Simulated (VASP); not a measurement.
Write the native input for VASP 6.6.1 that does the following.

```
Task                   : single point
Functional             : LDA
Potentials or basis    : VASP PAW LDA potentials, release 64 (As)
Cutoff                 : 520 eV
k mesh                 : 6 × 6 × 6
Occupations            : methfessel-paxton, width 0.1 eV
Spin                   : no spin polarisation
Dipole correction      : no
Further INCAR settings : ALGO = Normal; EDIFF = 1e-07; NBANDS = 12
```

The structure of As lies in POSCAR:

```
As
1.0
    0.0000000000      2.9941644478      2.9941644478
    2.9941644478      0.0000000000      2.9941644478
    2.9941644478      2.9941644478      0.0000000000
As
2
Direct
    0.0000000000      0.0000000000      0.0000000000
    0.2500000000      0.2500000000      0.2500000000
```

These files were run (other wordings do the same):

INCAR

```
SYSTEM = As
PREC = Accurate
ENCUT = 520
EDIFF = 1E-7
ISMEAR = 1
SIGMA = 0.1
LREAL = .False.
LASPH = .True.
NELM = 60
ALGO = Normal
ISIF = 2
LWAVE = .False.
LCHARG = .True.
LELF = .True.
LVHAR = .True.
NBANDS = 12
```

KPOINTS

```
regular mesh
0
Gamma
  6 6 6
  0 0 0
```

Potentials or basis: VASP PAW LDA potentials, release 64 (As).

The run is started by

```console
$ cat potpaw_LDA.64/As/POTCAR > POTCAR
$ mpirun -np 1 vasp_std > vasp.out
```

Results of the run:

| Item | Value |
| --- | --- |
| Pressure | 0.3 GPa |
| Band gap on the k mesh | zero (band 5 reaches 3.85 eV, above the bottom of band 6 at 2.62 eV) |

Run time: 5.6 s on 1 thread of AMD EPYC 9R45 96-Core Processor (Zen 5), with other jobs on the host, peak memory 0.12 GiB.
